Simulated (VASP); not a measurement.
# SiO2 (P4_2/mnm) in VASP: notebook

The runs below take SiO2 through single point, relaxation of the atoms, with LDA.

Everything below comes from runs of VASP 6.6.1. Logs are shortened: lines on timing, memory, paths and dates and some standing lists are left out, and cuts for length are marked.

## 1. The cell of the first run

The structure is tetragonal, space group P4_2/mnm (No. 136). The conventional cell has a = 4.185 Å, b = 4.185 Å, c = 2.668 Å, α = 90.00°, β = 90.00°, γ = 90.00°. Si (site symmetry mmm) has 6 O at 1.76 to 1.81 Å within 2.3 Å. Within 2.3 Å of O (site symmetry m2m) lie 3 Si at 1.76 to 1.81 Å and 1 O at 2.29 Å.

## 2. Single point, LDA (strained cell)

INCAR reads:

```
SYSTEM = SiO2
PREC     = Accurate       ! precision mode
ENCUT    = 520            ! plane-wave cutoff, eV
EDIFF    = 1E-6           ! SCF threshold, eV
ISMEAR   = 0              ! smearing method
SIGMA    = 0.02           ! smearing width, eV
LREAL    = .False.        ! projectors in reciprocal space
LASPH    = .True.         ! aspherical terms in the spheres
NELM     = 100            ! most SCF steps
ALGO     = Normal         ! electronic algorithm
ISIF     = 2              ! what is computed and relaxed
LWAVE    = .False.        ! write WAVECAR
LCHARG   = .False.        ! write CHGCAR
GGA      = CA             ! functional
NBANDS   = 25             ! bands
```

KPOINTS reads:

```
regular mesh
0
Gamma
  6 6 8
  0 0 0
```

POSCAR reads:

```
SiO2
1.0
    4.1847652139      0.0000000000      0.0000000000
    0.0000000000      4.1847652139      0.0000000000
    0.0000000000      0.0000000000      2.6684166030
Si O
2 4
Direct
    0.0000000000      0.0000000000      0.0000000000
    0.5000000000      0.5000000000      0.5000000000
    0.3063011243      0.3063011243      0.0000000000
    0.1936988757      0.8063011243      0.5000000000
    0.6936988757      0.6936988757      0.0000000000
    0.8063011243      0.1936988757      0.5000000000
```

Potentials or basis: VASP PAW LDA potentials, release 64 (Si, O).

On the command line:

```sh
> cat potpaw_LDA.64/Si/POTCAR potpaw_LDA.64/O/POTCAR > POTCAR
> mpirun -np 1 vasp_std > vasp.out
```

OUTCAR:

```text
SYSTEM = SiO2
   PREC = Accurate
   ENCUT = 520
   EDIFF = 1E-6
   ISMEAR = 0
   LREAL = .False.
   LASPH = .True.
   NELM = 100
   ISIF = 2
   GGA = CA

 ion  position               nearest neighbor table
   1  0.000  0.000  0.000-   4 1.76   6 1.76   4 1.76   6 1.76   5 1.81   3 1.81
   2  0.500  0.500  0.500-   3 1.76   5 1.76   3 1.76   5 1.76   4 1.81   6 1.81
   3  0.306  0.306  0.000-   2 1.76   2 1.76   1 1.81
   4  0.194  0.806  0.500-   1 1.76   1 1.76   2 1.81
   5  0.694  0.694  0.000-   2 1.76   2 1.76   1 1.81
   6  0.806  0.194  0.500-   1 1.76   1 1.76   2 1.81

  LATTYP: Found a simple tetragonal cell.
 ALAT       =     4.1847652139
 C/A-ratio  =     0.6376502543

  Lattice vectors:

 A1 = (   4.1847652139,   0.0000000000,   0.0000000000)
 A2 = (   0.0000000000,   4.1847652139,   0.0000000000)
 A3 = (   0.0000000000,   0.0000000000,   2.6684166030)

Analysis of symmetry for initial positions (statically):
=====================================================================
 Subroutine PRICEL returns:
 Original cell was already a primitive cell.

 Routine SETGRP: Setting up the symmetry group for a
 simple tetragonal supercell.

 Subroutine GETGRP returns: Found 16 space group operations
 (whereof  8 operations were pure point group operations)
 out of a pool of 16 trial point group operations.

The static configuration has the point symmetry D_2h.
 The point group associated with its full space group is D_4h.

Analysis of symmetry for dynamics (positions and initial velocities):
=====================================================================
 Subroutine PRICEL returns:
 Original cell was already a primitive cell.

 Routine SETGRP: Setting up the symmetry group for a
 simple tetragonal supercell.

 Subroutine GETGRP returns: Found 16 space group operations
 (whereof  8 operations were pure point group operations)
 out of a pool of 16 trial point group operations.

The dynamic configuration has the point symmetry D_2h.
 The point group associated with its full space group is D_4h.

 Subroutine INISYM returns: Found 16 space group operations
 (whereof  8 operations are pure point group operations),
 and found     1 'primitive' translations

----------------------------------------------------------------------------------------

                                     Primitive cell

  volume of cell :      46.7300

  direct lattice vectors                    reciprocal lattice vectors
     4.184765214  0.000000000  0.000000000     0.238962032  0.000000000  0.000000000
     0.000000000  4.184765214  0.000000000     0.000000000  0.238962032  0.000000000
     0.000000000  0.000000000  2.668416603     0.000000000  0.000000000  0.374754077

  length of vectors
     4.184765214  4.184765214  2.668416603     0.238962032  0.238962032  0.374754077

  position of ions in fractional coordinates (direct lattice)
     0.000000000  0.000000000  0.000000000
     0.500000000  0.500000000  0.500000000
     0.306301124  0.306301124  0.000000000
     0.193698876  0.806301124  0.500000000
     0.693698876  0.693698876  0.000000000
     0.806301124  0.193698876  0.500000000

  ion indices of the primitive-cell ions
   primitive index   ion index
                 1           1
                 2           2
                 3           3
                 4           4
                 5           5
                 6           6

----------------------------------------------------------------------------------------

 KPOINTS: regular mesh

Automatic generation of k-mesh.
 Grid dimensions read from file:
 generate k-points for:    6    6    8

 Generating k-lattice:

  Cartesian coordinates                     Fractional coordinates (reciprocal lattice)
     0.039827005  0.000000000  0.000000000     0.166666667  0.000000000  0.000000000
     0.000000000  0.039827005  0.000000000     0.000000000  0.166666667  0.000000000
     0.000000000  0.000000000  0.046844260     0.000000000  0.000000000  0.125000000

  Length of vectors
     0.039827005  0.039827005  0.046844260

  Shift w.r.t. Gamma in fractional coordinates (k-lattice)
     0.000000000  0.000000000  0.000000000

 Subroutine IBZKPT returns following result:
 ===========================================

 Found     50 irreducible k-points:

 Following reciprocal coordinates:
            Coordinates               Weight
  0.000000  0.000000  0.000000      1.000000
  0.166667  0.000000  0.000000      4.000000
  0.333333  0.000000  0.000000      4.000000
  0.500000  0.000000  0.000000      2.000000
  0.166667  0.166667  0.000000      4.000000
  0.333333  0.166667  0.000000      8.000000
[... 16 lines left out ...]
  0.333333  0.000000  0.250000      8.000000
  0.500000  0.000000  0.250000      4.000000
 [... further k-points ...]
   k-points           NKPTS =     50   k-points in BZ     NKDIM =     50   number of bands    NBANDS=     25
   number of dos      NEDOS =    301   number of ions     NIONS =      6
   total plane-waves  NPLWV =  20480
   dimension x,y,z NGX =    32 NGY =   32 NGZ =   20
   dimension x,y,z NGXF=    64 NGYF=   64 NGZF=   40
   ions per type =               2   4
   NGX,Y,Z   is equivalent  to a cutoff of  12.71, 12.71, 12.46 a.u.
   NGXF,Y,Z  is equivalent  to a cutoff of  25.42, 25.42, 24.92 a.u.
 SYSTEM =  SiO2
   PREC   = accura    normal or accurate (medium, high low for compatibility)
   ISTART =      0    job   : 0-new  1-cont  2-samecut
   ICHARG =      2    charge: 1-file 2-atom 10-const
   ISPIN  =      1    spin polarized calculation?
   LNONCOLLINEAR =      F non collinear calculations
   LSORBIT =      F    spin-orbit coupling
   LASPH  =      T    aspherical Exc in radial PAW
   ENCUT  =  520.0 eV  38.22 Ry    6.18 a.u.   7.78  7.78  4.96*2*pi/ulx,y,z
   NELM   =    100;   NELMIN=  2; NELMDL= -5     # of ELM steps
   EDIFF  = 0.1E-05   stopping-criterion for ELM
   LREAL  =      F    real-space projection
   EDIFFG = 0.1E-04   stopping-criterion for IOM
   NSW    =      0    number of steps for IOM
   IBRION =     -1    ionic relax: 0-MD 1-quasi-New 2-CG
   NFREE  =      0    steps in history (QN), initial steepest desc. (CG)
   ISIF   =      2    stress and relaxation
   ISYM   =      2    0-nonsym 1-usesym 2-fastsym
   POTIM  = 0.5000    time-step for ionic-motion
   TEBEG  =    0.0;   TEEND  =   0.0 temperature during run
   PSTRESS=    0.0 pullay stress
   NELECT =      32.0000    total number of electrons
   NUPDOWN=      -1.0000    fix difference up-down
   EMIN   =  10.00;   EMAX   =-10.00  energy-range for DOS
   EFERMI =   0.00;   METHOD = LEGACY
   ISMEAR =     0;   SIGMA  =   0.02  broadening in eV -4-tet -1-fermi 0-gaus
   EFERMI_NEDOS =   21; number of points for ismear=-14 and -15
   IALGO  =     38    algorithm
   IMIX   =      4    mixing-type and parameters
     AMIX     =   0.40;   BMIX     =  1.00
     AMIX_MAG =   1.60;   BMIX_MAG =  1.00
  volume/ion in A,a.u.               =       7.79        52.56
  Fermi-wavevector in a.u.,A,eV,Ry     =   1.442977  2.726832 28.329833  2.082184
  Thomas-Fermi vector in A             =   2.561437
   LORBIT       =      0    0 simple, 1 ext, 2 COOP (PROOUT), +10 PAW based schemes
   GGA     = CA    functional components
   LHFCALC =     F    Hartree Fock is set to
   AEXX    =    0.0000 exact exchange contribution
   IVDW    =     0    specifies the selected vdW correction
   LEPSILON=     F    determine dielectric tensor
   LRPA    =     F    only Hartree local field effects (RPA)
 non-spin polarized calculation
 Gauss-broadening in eV      SIGMA  =   0.02
  energy-cutoff  :      520.00
  volume of cell :       46.73
 maximum number of plane-waves:      1282
 NGX is ok and might be reduce to    32
   NGX = 15   NGY = 15   NGZ =  9

 number of electron      31.9999976 magnetization

 Free energy of the ion-electron system (eV)
  ---------------------------------------------------
  ext. energy  EPLUGINS =         0.00000000
  ---------------------------------------------------
  free energy    TOTEN  =       -51.96275306 eV

  energy without entropy =      -51.96275306  energy(sigma->0) =      -51.96275306

 E-fermi :   8.2003     XC(G=0): -12.7135

 val. band max:        8.0437714474   @ k =   0.0000   0.0000   0.0000
 cond. band min:      13.5996682665   @ k =   0.0000   0.0000   0.0000
 fundamental gap:      5.5558968191
 Fermi energy:         8.2003102105

 k-point     1 :       0.0000    0.0000    0.0000
  band No.  band energies     occupation
      1     -14.3397      2.00000
      2     -10.6034      2.00000
      3     -10.6034      2.00000
      4     -10.3966      2.00000
      5      -2.8309      2.00000
      6       1.5421      2.00000
[... 17 lines left out ...]
     24      21.9927      0.00000
     25      23.5069      0.00000

 k-point     2 :       0.1667    0.0000    0.0000
  band No.  band energies     occupation
      1     -14.1923      2.00000
      2     -11.3065      2.00000
      3     -10.5276      2.00000
      4     -10.0061      2.00000
      5      -2.6472      2.00000
      6       0.7933      2.00000
[... 17 lines left out ...]
     24      21.4235      0.00000
     25      23.2809      0.00000

 k-point     3 :       0.3333    0.0000    0.0000
  band No.  band energies     occupation
      1     -13.7611      2.00000
      2     -12.2223      2.00000
      3     -10.3242      2.00000
      4      -9.9051      2.00000
      5      -2.1329      2.00000
      6      -0.3321      2.00000
[... 552 lines left out ...]
 k-point    23 :       0.3333    0.0000    0.2500
  band No.  band energies     occupation
      1     -12.9949      2.00000
      2     -11.6503      2.00000
      3     -10.0445      2.00000
      4      -9.8534      2.00000
      5      -1.6317      2.00000
      6       0.1267      2.00000
[... 17 lines left out ...]
     24      20.6369      0.00000
     25      21.5359      0.00000

 k-point    24 :       0.5000    0.0000    0.2500
  band No.  band energies     occupation
      1     -12.3892      2.00000
      2     -12.3892      2.00000
      3      -9.9134      2.00000
      4      -9.9134      2.00000
      5      -0.7234      2.00000
      6      -0.7234      2.00000
[... 17 lines left out ...]
     24      20.6584      0.00000
     25      21.4493      0.00000

 [... further k-points ...]

------------------------ aborting loop because EDIFF is reached ----------------------------------------

  FORCE on cell =-STRESS in cart. coord.  units (eV):
  Direction    XX          YY          ZZ          XY          YZ          ZX
  --------------------------------------------------------------------------------------
  -------------------------------------------------------------------------------------
  Total       -1.2735693     -1.2735693     -0.8610007      0.0000000      0.0000000      0.0000000
  in kB      -43.6653905    -43.6653905    -29.5201306      0.0000000      0.0000000      0.0000000
  external PRESSURE =     -38.9503039 kB  Pullay stress =       0.0000000 kB

 VOLUME and BASIS-vectors are now :
 -----------------------------------------------------------------------------
  energy-cutoff  :      520.00
  volume of cell :       46.73
      direct lattice vectors                 reciprocal lattice vectors
     4.184765214  0.000000000  0.000000000     0.238962032  0.000000000  0.000000000
     0.000000000  4.184765214  0.000000000     0.000000000  0.238962032  0.000000000
     0.000000000  0.000000000  2.668416603     0.000000000  0.000000000  0.374754077

 POSITION                                       TOTAL-FORCE (eV/Angst)
 -----------------------------------------------------------------------------------
      0.00000      0.00000      0.00000         0.000000      0.000000     -0.000000
      2.09238      2.09238      1.33421         0.000000      0.000000     -0.000000
      1.28180      1.28180      0.00000        -0.025970     -0.025970      0.000000
      0.81058      3.37418      1.33421         0.025970     -0.025970     -0.000000
      2.90297      2.90297      0.00000         0.025970      0.025970     -0.000000
      3.37418      0.81058      1.33421        -0.025970      0.025970     -0.000000
 -----------------------------------------------------------------------------------
    total drift:                                0.000000      0.000000     -0.000000

  FREE ENERGIE OF THE ION-ELECTRON SYSTEM (eV)
  ---------------------------------------------------
  free  energy   TOTEN  =       -51.9627530556 eV

  energy  without entropy=      -51.9627530556  energy(sigma->0) =      -51.96275306
```

Run time: 19 s. Hardware: 1 thread of Intel Xeon 6975P-C (Granite Rapids), shared host; peak memory 0.16 GiB.

What came out:

```
Free energy            : -51.9628 eV
Pressure               : -3.9 GPa
Largest force          : 0.037 eV/Å
Band gap on the k mesh : 5.56 eV
```

Forces on the atoms (eV/Å):
```
Si   0.000  0.000  0.000
Si   0.000  0.000  0.000
O   -0.026 -0.026  0.000
O    0.026 -0.026  0.000
O    0.026  0.026  0.000
O   -0.026  0.026  0.000
```

Caveat: the cell differs from its parent crystal (strained cell); the cell stands under tension. A k mesh can miss the band edges.

## 3. Relaxation of the atoms, LDA (strained cell)

INCAR reads:

```
SYSTEM = SiO2
  PREC = Accurate
  ENCUT = 520
  EDIFF = 1E-7
  ISMEAR = 0
  SIGMA = 0.02
  LREAL = .FALSE.
  LASPH = .TRUE.
  NELM = 80
  ALGO = Normal
  ISIF = 2
  LWAVE = .FALSE.
  LCHARG = .FALSE.
  IBRION = 2
  NSW = 60
  EDIFFG = -0.002
```

KPOINTS reads:

```
regular mesh
0
G
  6 6 8
  0 0 0
```

POSCAR reads:

```
SiO2
1.0
    4.1847652139      0.0000000000      0.0000000000
    0.0000000000      4.1847652139      0.0000000000
    0.0000000000      0.0000000000      2.6684166030
Si O
2 4
Direct
    0.0000000000      0.0000000000      0.0000000000
    0.5000000000      0.5000000000      0.5000000000
    0.3061025529      0.3061025529      0.0000000000
    0.1938974471      0.8061025529      0.5000000000
    0.6938974471      0.6938974471      0.0000000000
    0.8061025529      0.1938974471      0.5000000000
```

Potentials or basis: VASP PAW LDA potentials, release 64 (Si, O).

On the command line:

```sh
> cat potpaw_LDA.64/Si/POTCAR potpaw_LDA.64/O/POTCAR > POTCAR
> mpirun -np 1 vasp_std > vasp.out
```

Run time: 16 s. Hardware: 1 thread of Intel Xeon 6975P-C (Granite Rapids), shared host; peak memory 0.15 GiB.

The run converged. Its results:

- Free energy: -51.9628 eV
- Pressure after relaxing: -4.0 GPa
- Band gap on the k mesh: 5.55 eV

Stress tensor (GPa, compression positive):
```
-4.50  0.00  0.00
 0.00 -4.50  0.00
 0.00  0.00 -2.93
```

Final structure:
```xyz
6
Lattice="4.1848 0.0000 0.0000 0.0000 4.1848 0.0000 0.0000 0.0000 2.6684" Properties=species:S:1:pos:R:3 pbc="T T T"
Si    0.0000    0.0000    0.0000
Si    2.0924    2.0924    1.3342
O     1.2810    1.2810    0.0000
O     0.8114    3.3734    1.3342
O     2.9038    2.9038    0.0000
O     3.3734    0.8114    1.3342
```

Levels at points of the mesh, in eV from the valence-band top:
```
           k point  band 12  band 13  band 14  band 15  band 16  band 17  band 18  band 19  band 20
(0.00, 0.00, 0.00)    -3.17    -2.55    -0.90    -0.90     0.00     5.55     6.43     8.30     8.30
(0.50, 0.00, 0.00)    -3.93    -2.72    -2.72    -1.08    -1.08     7.57     7.57     8.85     8.85
(0.50, 0.50, 0.00)    -3.30    -2.70    -2.70    -2.31    -2.31     7.23     7.23     9.83     9.83
(0.00, 0.00, 0.50)    -4.69    -3.14    -3.14    -2.71    -2.71     8.84     8.84    12.35    12.35
(0.50, 0.00, 0.50)    -4.05    -2.32    -2.32    -1.79    -1.79     8.55     8.55     9.64     9.64
(0.50, 0.50, 0.50)    -4.55    -1.80    -1.80    -1.56    -1.56     6.99     6.99    10.71    10.71
```

Caveat: the cell differs from its parent crystal (strained cell); the relaxation stopped at its first step, so nothing moved. A k mesh can miss the band edges.
